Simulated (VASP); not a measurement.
## SnTeCl2: single point with PBE

Crystal: SnTeCl2.

```xyz
4
Lattice="4.3131 0.0000 0.0000 0.0000 4.3131 0.0000 0.0000 0.0000 7.8057" Properties=species:S:1:pos:R:3 pbc="T T T"
Sn    0.0000    0.0000    0.0000
Te    2.1565    2.1565    0.0000
Cl    0.0000    0.0000    2.4365
Cl    0.0000    0.0000    5.3692
```

```yaml
Program: VASP 6.6.1
Task: single point
Functional: PBE
Potentials_or_basis: VASP PAW PBE potentials, release 64 (Sn_d, Te, Cl)
Cutoff: 520 eV
k_mesh: 4 × 4 × 2
Occupations: gaussian, width 0.1 eV
Spin: no spin polarisation
```

The pressure is 0.0 GPa. The largest force is 0.024 eV/Å. The band gap on the k mesh is zero (band 17 reaches 1.32 eV, above the bottom of band 18 at 0.77 eV).

Forces in eV/Å, atoms in the order of the input:
```
Sn   0.000  0.000  0.000
Te   0.000  0.000  0.000
Cl   0.000  0.000 -0.024
Cl   0.000  0.000  0.024
```

Stress tensor (GPa, compression positive):
```
 0.04  0.00  0.00
 0.00  0.04  0.00
 0.00  0.00 -0.23
```

Levels at points of the mesh, in eV from the Fermi level:
```tsv
k point	band 14	band 15	band 16	band 17	band 18	band 19	band 20	band 21
(0.00, 0.00, 0.00)	-1.53	-1.13	-1.13	-1.01	-0.41	4.16	5.53	5.53
(0.50, 0.00, 0.00)	-2.07	-1.47	-0.60	0.13	1.76	1.80	1.85	5.42
(0.50, 0.50, 0.00)	-1.97	-1.79	-1.79	-1.26	-0.27	6.74	6.74	7.10
(0.00, 0.00, 0.50)	-1.86	-0.88	-0.88	-0.68	0.52	4.17	5.62	5.62
(0.50, 0.00, 0.50)	-1.80	-1.16	-0.60	0.00	1.88	1.97	2.38	4.62
(0.50, 0.50, 0.50)	-2.35	-1.40	-1.40	-0.28	0.37	5.85	6.42	6.42
```

It took 36 s on 1 thread of Intel(R) Xeon(R) Platinum 8259CL CPU @ 2.50GHz (Skylake/Cascade Lake) (shared host), peak memory 0.25 GiB.

Caveat: the k points lie up to 0.40 Å⁻¹ apart; spin-orbit coupling is left out, which moves the levels of the heavy elements; this functional lacks dispersion, which binds the layers, so the pressure and a relaxed spacing across them are unreliable.
